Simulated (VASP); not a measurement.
Here is a VASP 6.6.1 calculation.

POSCAR

```
As3S
1.0
    4.3365742199      0.0000000000      0.0000000000
    0.0000000000      4.3365742199      0.0000000000
    0.0000000000      0.0000000000      4.3365742199
As S
3 1
Direct
    0.0000000000      0.5000000000      0.5000000000
    0.5000000000      0.0000000000      0.5000000000
    0.5000000000      0.5000000000      0.0000000000
    0.0000000000      0.0000000000      0.0000000000
```

File INCAR.step1:

```
SYSTEM = As3S
PREC = Accurate
ENCUT = 600
ISMEAR = 0
SIGMA = 0.1
LREAL = .FALSE.
LASPH = .TRUE.
NELM = 100
GGA = PE
ALGO = Normal
EDIFF = 1E-4
LWAVE = .TRUE.
LCHARG = .FALSE.
```

The input INCAR.step2:

```
SYSTEM = As3S
PREC = Accurate
ENCUT = 600
EDIFF = 1E-7
ISMEAR = 0
SIGMA = 0.1
LREAL = .FALSE.
LASPH = .TRUE.
NELM = 100
ALGO = Normal
ISIF = 3
LWAVE = .FALSE.
LCHARG = .FALSE.
METAGGA = R2SCAN
LMIXTAU = .TRUE.
IBRION = 2
NSW = 90
EDIFFG = -0.04
ISTART = 1
```

Contents of KPOINTS:

```
Automatic mesh
0
G
  4 4 4
  0 0 0
```

Potentials or basis: VASP PAW PBE potentials, release 64 (As, S).

Launch:

```sh
$ cat potpaw_PBE.64/As/POTCAR potpaw_PBE.64/S/POTCAR > POTCAR
$ cp INCAR.step1 INCAR
$ mpirun -np 1 vasp_std > vasp.out
$ cp INCAR.step2 INCAR
$ mpirun -np 1 vasp_std > vasp.out
```

(1) Estimate the band gap on the k mesh.

(2) Estimate the relaxed cell.

(3) Predict the space group after relaxing (to 0.1 Å).

(4) Estimate the relaxed volume.

## Answers

(1) zero (an odd number of electrons rules out a gap without spin polarisation).

(2) a = 4.188 Å, b = 4.188 Å, c = 4.188 Å, α = 90.00°, β = 90.00°, γ = 90.00°.

(3) Pm-3m (No. 221).

(4) 18.36 Å³/atom.

Caveat: the k points lie up to 0.38 Å⁻¹ apart in the final cell, too coarse for converged energies and pressures of a metal; the PAW data sets were made with another functional, which shifts forces and pressure a little; an odd number of electrons without spin polarisation forces a metal; a magnetic or distorted state may lie lower.
